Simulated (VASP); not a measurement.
# SnSe2 (P-3m1) in VASP: notebook

SnSe2 is run at these levels: PBE; tasks: single point.

Everything below comes from runs of VASP 6.6.1. Logs are shortened: lines on timing, memory, paths and dates and some standing lists are left out, and cuts for length are marked.

### Step 1. The cell of the first run

It takes space group P-3m1 (No. 164, trigonal). Conventional cell: a = 3.868 Å, b = 3.868 Å, c = 6.137 Å, α = 90.00°, β = 90.00°, γ = 120.00°. Sn (site symmetry -3m) has 6 Se at 2.71 Å within 3.6 Å. Se (site symmetry 3m) has 3 Sn at 2.71 Å within 3.6 Å.

### Step 2. Single point, PBE (strain +0.015 along x and y, +0.000 along z)

File INCAR:

```
  PREC = Accurate
  ENCUT = 520
  EDIFF = 1E-7
  ISMEAR = 0
  SIGMA = 0.05
  LREAL = False
  LASPH = True
  NELM = 80
  ALGO = Normal
  ISIF = 2
  LWAVE = False
  LCHARG = False
  GGA = PE
  NBANDS = 20
```

File KPOINTS:

```
Automatic mesh
0
Gamma
  12 12 6
```

File POSCAR:

```
SnSe2
1.0
    3.8681637633      0.0000000000      0.0000000000
   -1.9340818816      3.3499280850      0.0000000000
    0.0000000000      0.0000000000      6.1370000000
Sn Se
1 2
Direct
    0.0000000000      0.0000000000      0.0000000000
    0.3333333333      0.6666666667      0.2500000000
    0.6666666667      0.3333333333      0.7500000000
```

Potentials or basis: VASP PAW PBE potentials, release 64 (Sn_d, Se).

On the command line:

```console
$ cat potpaw_PBE.64/Sn_d/POTCAR potpaw_PBE.64/Se/POTCAR > POTCAR
$ mpirun -np 1 vasp_std > vasp.out
```

OUTCAR:

```text
PREC = Accurate
   ENCUT = 520
   EDIFF = 1E-7
   ISMEAR = 0
   LREAL = False
   LASPH = True
   NELM = 80
   ISIF = 2
   GGA = PE

 ion  position               nearest neighbor table
   1  0.000  0.000  0.000-   2 2.71   3 2.71   2 2.71   3 2.71   3 2.71   2 2.71
   2  0.333  0.667  0.250-   1 2.71   1 2.71   1 2.71
   3  0.667  0.333  0.750-   1 2.71   1 2.71   1 2.71

  LATTYP: Found a hexagonal cell.
 ALAT       =     3.8681637633
 C/A-ratio  =     1.5865408953

  Lattice vectors:

 A1 = (   3.8681637633,   0.0000000000,   0.0000000000)
 A2 = (  -1.9340818816,   3.3499280850,   0.0000000000)
 A3 = (   0.0000000000,   0.0000000000,   6.1370000000)

Analysis of symmetry for initial positions (statically):
=====================================================================
 Subroutine PRICEL returns:
 Original cell was already a primitive cell.

 Routine SETGRP: Setting up the symmetry group for a
 hexagonal supercell.

 Subroutine GETGRP returns: Found 12 space group operations
 (whereof 12 operations were pure point group operations)
 out of a pool of 24 trial point group operations.

The static configuration has the point symmetry D_3d.

Analysis of symmetry for dynamics (positions and initial velocities):
=====================================================================
 Subroutine PRICEL returns:
 Original cell was already a primitive cell.

 Routine SETGRP: Setting up the symmetry group for a
 hexagonal supercell.

 Subroutine GETGRP returns: Found 12 space group operations
 (whereof 12 operations were pure point group operations)
 out of a pool of 24 trial point group operations.

The dynamic configuration has the point symmetry D_3d.

 Subroutine INISYM returns: Found 12 space group operations
 (whereof 12 operations are pure point group operations),
 and found     1 'primitive' translations

----------------------------------------------------------------------------------------

                                     Primitive cell

  volume of cell :      79.5237

  direct lattice vectors                    reciprocal lattice vectors
     3.868163763  0.000000000  0.000000000     0.258520596  0.149256935  0.000000000
    -1.934081882  3.349928085  0.000000000     0.000000000  0.298513871  0.000000000
     0.000000000  0.000000000  6.137000000     0.000000000  0.000000000  0.162946065

  length of vectors
     3.868163763  3.868163763  6.137000000     0.298513871  0.298513871  0.162946065

  position of ions in fractional coordinates (direct lattice)
     0.000000000  0.000000000  0.000000000
     0.333333333  0.666666667  0.250000000
     0.666666667  0.333333333  0.750000000

  ion indices of the primitive-cell ions
   primitive index   ion index
                 1           1
                 2           2
                 3           3

----------------------------------------------------------------------------------------

 KPOINTS: Automatic mesh

Automatic generation of k-mesh.
 Grid dimensions read from file:
 generate k-points for:   12   12    6

 Generating k-lattice:

  Cartesian coordinates                     Fractional coordinates (reciprocal lattice)
     0.021543383  0.012438078  0.000000000     0.083333333  0.000000000  0.000000000
     0.000000000  0.024876156  0.000000000     0.000000000  0.083333333  0.000000000
     0.000000000  0.000000000  0.027157677     0.000000000  0.000000000  0.166666667

  Length of vectors
     0.024876156  0.024876156  0.027157677

  Shift w.r.t. Gamma in fractional coordinates (k-lattice)
     0.000000000  0.000000000  0.000000000

 Subroutine IBZKPT returns following result:
 ===========================================

 Found    100 irreducible k-points:

 Following reciprocal coordinates:
            Coordinates               Weight
  0.000000  0.000000  0.000000      1.000000
  0.083333  0.000000  0.000000      6.000000
  0.166667  0.000000  0.000000      6.000000
  0.250000  0.000000  0.000000      6.000000
  0.333333  0.000000  0.000000      6.000000
  0.416667 -0.000000  0.000000      6.000000
[... 16 lines left out ...]
  0.166667  0.000000  0.166667      6.000000
  0.000000  0.166667  0.166667      6.000000
 [... further k-points ...]
   k-points           NKPTS =    100   k-points in BZ     NKDIM =    100   number of bands    NBANDS=     20
   number of dos      NEDOS =    301   number of ions     NIONS =      3
   total plane-waves  NPLWV =  43200
   dimension x,y,z NGX =    30 NGY =   30 NGZ =   48
   dimension x,y,z NGXF=    60 NGYF=   60 NGZF=   96
   ions per type =               1   2
   NGX,Y,Z   is equivalent  to a cutoff of  12.89, 12.89, 13.00 a.u.
   NGXF,Y,Z  is equivalent  to a cutoff of  25.79, 25.79, 26.01 a.u.
 SYSTEM =  unknown system
   PREC   = accura    normal or accurate (medium, high low for compatibility)
   ISTART =      0    job   : 0-new  1-cont  2-samecut
   ICHARG =      2    charge: 1-file 2-atom 10-const
   ISPIN  =      1    spin polarized calculation?
   LNONCOLLINEAR =      F non collinear calculations
   LSORBIT =      F    spin-orbit coupling
   LASPH  =      T    aspherical Exc in radial PAW
   ENCUT  =  520.0 eV  38.22 Ry    6.18 a.u.   7.19  7.19 11.41*2*pi/ulx,y,z
   NELM   =     80;   NELMIN=  2; NELMDL= -5     # of ELM steps
   EDIFF  = 0.1E-06   stopping-criterion for ELM
   LREAL  =      F    real-space projection
   EDIFFG = 0.1E-05   stopping-criterion for IOM
   NSW    =      0    number of steps for IOM
   IBRION =     -1    ionic relax: 0-MD 1-quasi-New 2-CG
   NFREE  =      0    steps in history (QN), initial steepest desc. (CG)
   ISIF   =      2    stress and relaxation
   ISYM   =      2    0-nonsym 1-usesym 2-fastsym
   POTIM  = 0.5000    time-step for ionic-motion
   TEBEG  =    0.0;   TEEND  =   0.0 temperature during run
   PSTRESS=    0.0 pullay stress
   NELECT =      26.0000    total number of electrons
   NUPDOWN=      -1.0000    fix difference up-down
   EMIN   =  10.00;   EMAX   =-10.00  energy-range for DOS
   EFERMI =   0.00;   METHOD = LEGACY
   ISMEAR =     0;   SIGMA  =   0.05  broadening in eV -4-tet -1-fermi 0-gaus
   EFERMI_NEDOS =   21; number of points for ismear=-14 and -15
   IALGO  =     38    algorithm
   IMIX   =      4    mixing-type and parameters
     AMIX     =   0.40;   BMIX     =  1.00
     AMIX_MAG =   1.60;   BMIX_MAG =  1.00
  volume/ion in A,a.u.               =      26.51       178.88
  Fermi-wavevector in a.u.,A,eV,Ry     =   1.127804  2.131241 17.305833  1.271943
  Thomas-Fermi vector in A             =   2.264492
   LORBIT       =      0    0 simple, 1 ext, 2 COOP (PROOUT), +10 PAW based schemes
   GGA     = PE    functional components
   LHFCALC =     F    Hartree Fock is set to
   AEXX    =    0.0000 exact exchange contribution
   IVDW    =     0    specifies the selected vdW correction
   LEPSILON=     F    determine dielectric tensor
   LRPA    =     F    only Hartree local field effects (RPA)
 non-spin polarized calculation
 Gauss-broadening in eV      SIGMA  =   0.05
  energy-cutoff  :      520.00
  volume of cell :       79.52
 maximum number of plane-waves:      2160
 NGX is ok and might be reduce to    30
   NGX = 15   NGY = 15   NGZ = 23

 number of electron      25.9999999 magnetization

 Free energy of the ion-electron system (eV)
  ---------------------------------------------------
  ext. energy  EPLUGINS =         0.00000000
  ---------------------------------------------------
  free energy    TOTEN  =       -11.81027883 eV

  energy without entropy =      -11.81027883  energy(sigma->0) =      -11.81027883

 E-fermi :   4.2197     XC(G=0):  -9.3266

 val. band max:        3.9586873053   @ k =   0.0833   0.0833   0.0000
 cond. band min:       4.5732375257   @ k =   0.0000   0.4167   0.3333
 fundamental gap:      0.6145502204
 Fermi energy:         4.2196856219

 k-point     1 :       0.0000    0.0000    0.0000
  band No.  band energies     occupation
      1     -17.3719      2.00000
      2     -17.3719      2.00000
      3     -17.3412      2.00000
      4     -17.3272      2.00000
      5     -17.3272      2.00000
      6      -9.8980      2.00000
[... 12 lines left out ...]
     19      12.7423      0.00000
     20      12.7423      0.00000

 k-point     2 :       0.0833    0.0000    0.0000
  band No.  band energies     occupation
      1     -17.3749      2.00000
      2     -17.3698      2.00000
      3     -17.3395      2.00000
      4     -17.3285      2.00000
      5     -17.3267      2.00000
      6      -9.8323      2.00000
[... 12 lines left out ...]
     19      12.3051      0.00000
     20      12.8265      0.00000

 k-point     3 :       0.1667    0.0000    0.0000
  band No.  band energies     occupation
      1     -17.3838      2.00000
      2     -17.3650      2.00000
      3     -17.3361      2.00000
      4     -17.3301      2.00000
      5     -17.3246      2.00000
      6      -9.6394      2.00000
[... 12 lines left out ...]
     19      12.1003      0.00000
     20      12.9957      0.00000

 k-point     4 :       0.2500    0.0000    0.0000
  band No.  band energies     occupation
      1     -17.3967      2.00000
      2     -17.3602      2.00000
      3     -17.3383      2.00000
      4     -17.3245      2.00000
      5     -17.3199      2.00000
      6      -9.3345      2.00000
[... 12 lines left out ...]
     19      11.9819      0.00000
     20      13.3902      0.00000

 k-point     5 :       0.3333    0.0000    0.0000
  band No.  band energies     occupation
      1     -17.4101      2.00000
      2     -17.3576      2.00000
      3     -17.3421      2.00000
      4     -17.3168      2.00000
      5     -17.3130      2.00000
      6      -8.9518      2.00000
[... 12 lines left out ...]
     19      12.6546      0.00000
     20      13.6679      0.00000
[... 353 lines left out ...]
      6      -9.7942      2.00000
[... 12 lines left out ...]
     19      12.3251      0.00000
     20      12.8208      0.00000

 k-point    22 :       0.0000    0.0833    0.1667
  band No.  band energies     occupation
      1     -17.3749      2.00000
      2     -17.3698      2.00000
      3     -17.3395      2.00000
      4     -17.3285      2.00000
      5     -17.3267      2.00000
      6      -9.7941      2.00000
[... 12 lines left out ...]
     19      12.2055      0.00000
     20      12.5455      0.00000

 k-point    23 :       0.1667    0.0000    0.1667
  band No.  band energies     occupation
      1     -17.3838      2.00000
      2     -17.3650      2.00000
      3     -17.3360      2.00000
      4     -17.3301      2.00000
      5     -17.3246      2.00000
      6      -9.6022      2.00000
[... 12 lines left out ...]
     19      12.4345      0.00000
     20      12.7950      0.00000

 k-point    24 :       0.0000    0.1667    0.1667
  band No.  band energies     occupation
      1     -17.3838      2.00000
      2     -17.3650      2.00000
      3     -17.3361      2.00000
      4     -17.3301      2.00000
      5     -17.3246      2.00000
      6      -9.6020      2.00000
[... 12 lines left out ...]
     19      11.9150      0.00000
     20      12.7115      0.00000

 [... further k-points ...]
[... 5 lines left out ...]
  --------------------------------------------------------------------------------------
  -------------------------------------------------------------------------------------
  Total        1.1531211      1.1531211      2.2274077      0.0000000      0.0000000      0.0000000
  in kB       23.2321307     23.2321307     44.8759685      0.0000000      0.0000000      0.0000000
  external PRESSURE =      30.4467433 kB  Pullay stress =       0.0000000 kB

 VOLUME and BASIS-vectors are now :
 -----------------------------------------------------------------------------
  energy-cutoff  :      520.00
  volume of cell :       79.52
      direct lattice vectors                 reciprocal lattice vectors
     3.868163763  0.000000000  0.000000000     0.258520596  0.149256935  0.000000000
    -1.934081882  3.349928085  0.000000000     0.000000000  0.298513871  0.000000000
     0.000000000  0.000000000  6.137000000     0.000000000  0.000000000  0.162946065

 POSITION                                       TOTAL-FORCE (eV/Angst)
 -----------------------------------------------------------------------------------
      0.00000      0.00000      0.00000        -0.000000      0.000000      0.000000
     -0.00000      2.23329      1.53425         0.000000     -0.000000      0.527525
      1.93408      1.11664      4.60275         0.000000      0.000000     -0.527525
 -----------------------------------------------------------------------------------
    total drift:                                0.000000      0.000000     -0.000000

  FREE ENERGIE OF THE ION-ELECTRON SYSTEM (eV)
  ---------------------------------------------------
  free  energy   TOTEN  =       -11.8102788264 eV

  energy  without entropy=      -11.8102788264  energy(sigma->0) =      -11.81027883
```

Run time: 94 s. Hardware: 1 thread of Intel Xeon Platinum 8488C (Sapphire Rapids), shared host; peak memory 0.3 GiB.

Results:

```
Free energy            : -11.8103 eV
Pressure               : 3.0 GPa
Largest force          : 0.528 eV/Å
Band gap on the k mesh : 0.61 eV (least direct gap 0.81 eV)
```

Forces in eV/Å, atoms in the order of the input:
```
Sn   0.000  0.000  0.000
Se   0.000  0.000  0.528
Se   0.000  0.000 -0.528
```

Stress tensor (GPa, compression positive):
```
2.32 0.00 0.00
0.00 2.32 0.00
0.00 0.00 4.49
```

Caveat: the cell differs from its parent crystal (strain +0.015 along x and y, +0.000 along z); the cell stands under pressure; semilocal functionals underestimate gaps, and a narrow one can read as zero; spin-orbit coupling is left out, which moves the levels of the heavy elements; this functional lacks dispersion, which binds layers or chains, so the pressure and a relaxed spacing across them are unreliable. A k mesh can miss the band edges.

### Step 3. Single point, PBE (strain +0.030 along x and y, -0.015 along z)

File INCAR:

```
SYSTEM = SnSe2
ALGO = Normal
EDIFF = 1E-6
ENCUT = 520
GGA = PE
ISIF = 2
ISMEAR = 0
LASPH = .TRUE.
LCHARG = .FALSE.
LREAL = .FALSE.
LWAVE = .FALSE.
NBANDS = 20
NELM = 100
PREC = Accurate
SIGMA = 0.05
```

File KPOINTS:

```
k-points
0
G
  12 12 6
  0 0 0
```

File POSCAR:

```
SnSe2
1.0
    3.9253287450      0.0000000000      0.0000000000
   -1.9626643725      3.3994344114      0.0000000000
    0.0000000000      0.0000000000      6.0449450000
Sn Se
1 2
Direct
    0.0000000000      0.0000000000      0.0000000000
    0.3333333333      0.6666666667      0.2500000000
    0.6666666667      0.3333333333      0.7500000000
```

Potentials or basis: VASP PAW PBE potentials, release 64 (Sn_d, Se).

On the command line:

```console
$ cat potpaw_PBE.64/Sn_d/POTCAR potpaw_PBE.64/Se/POTCAR > POTCAR
$ mpirun -np 1 vasp_std > vasp.out
```

Run time: 99 s. Hardware: 1 thread of Intel Xeon Platinum 8488C (Sapphire Rapids), shared host; peak memory 0.3 GiB.

The run converged. Its results:

- Free energy: -11.7999 eV
- Pressure: 2.0 GPa
- Largest force: 0.538 eV/Å
- Band gap on the k mesh: 0.43 eV

Forces in eV/Å, atoms in the order of the input:
```
Sn   0.000  0.000  0.000
Se   0.000  0.000  0.538
Se   0.000  0.000 -0.538
```

Stress tensor (GPa, compression positive):
```
0.83 0.00 0.00
0.00 0.83 0.00
0.00 0.00 4.34
```

Levels at points of the mesh, in eV from the valence-band top:
| k point | band 10 | band 11 | band 12 | band 13 | band 14 | band 15 | band 16 | band 17 |
| --- | --- | --- | --- | --- | --- | --- | --- | --- |
| (0.00, 0.00, 0.00) | -1.05 | -0.78 | -0.78 | 0.00 | 0.43 | 2.45 | 4.19 | 4.19 |
| (0.50, 0.00, 0.00) | -2.91 | -2.91 | -1.29 | -0.54 | 0.84 | 3.46 | 5.10 | 5.30 |
| (0.00, 0.00, 0.50) | -1.15 | -1.15 | -0.61 | -0.61 | 1.81 | 2.41 | 3.88 | 3.88 |
| (0.50, 0.00, 0.50) | -2.72 | -1.98 | -1.02 | -0.97 | 0.70 | 4.01 | 4.78 | 5.89 |

Caveat: the cell differs from its parent crystal (strain +0.030 along x and y, -0.015 along z); semilocal functionals underestimate gaps, and a narrow one can read as zero; spin-orbit coupling is left out, which moves the levels of the heavy elements; this functional lacks dispersion, which binds layers or chains, so the pressure and a relaxed spacing across them are unreliable. A k mesh can miss the band edges.

(Continued in part 2 of 2.)
